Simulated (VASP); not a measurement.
CaO, 2 atoms in the cell. Symmetry: I4/mmm, No. 139, tetragonal system. The conventional cell has a = 3.442 Å, b = 3.442 Å, c = 4.759 Å, α = 90.00°, β = 90.00°, γ = 90.00°. Within 3.1 Å of Ca (site symmetry 4/mmm) lie 6 O at 2.38 to 2.43 Å. O (site symmetry 4/mmm) has 6 Ca at 2.38 to 2.43 Å within 3.1 Å.  This cell differs from its parent crystal: epitaxial xy strain +1.5%.

* Program: VASP 6.6.1
* Task: single point
* Functional: HSE06
* Potentials or basis: VASP PAW PBE potentials, release 64 (Ca_sv, O)
* Cutoff: 520 eV
* k mesh: 6 × 6 × 6
* Occupations: gaussian, width 0.01 eV
* Spin: no spin polarisation
* Dipole correction: no
* Grid for exact exchange (PRECFOCK): Normal
* Further INCAR settings: ALGO = Normal; EDIFF = 1e-06; NBANDS = 15
* Share of exact exchange: 0.25
* Screening parameter: 0.2079 1/Å

Potentials or basis: VASP PAW PBE potentials, release 64 (Ca_sv, O).

Launch:

```sh
$ cat potpaw_PBE.64/Ca_sv/POTCAR potpaw_PBE.64/O/POTCAR > POTCAR
$ cp INCAR.step1 INCAR
$ mpirun -np 1 vasp_std > vasp.out
$ cp INCAR.step2 INCAR
$ mpirun -np 1 vasp_std > vasp.out
```

Hardware: 1 thread of Intel(R) Xeon(R) 6975P-C (Granite Rapids), on a shared host.

Q: How long does it take, and how much memory?

A: Wall time 29 min on 1 thread of Intel(R) Xeon(R) 6975P-C (Granite Rapids) (shared host), peak memory 0.27 GiB. Counts: k points 30.
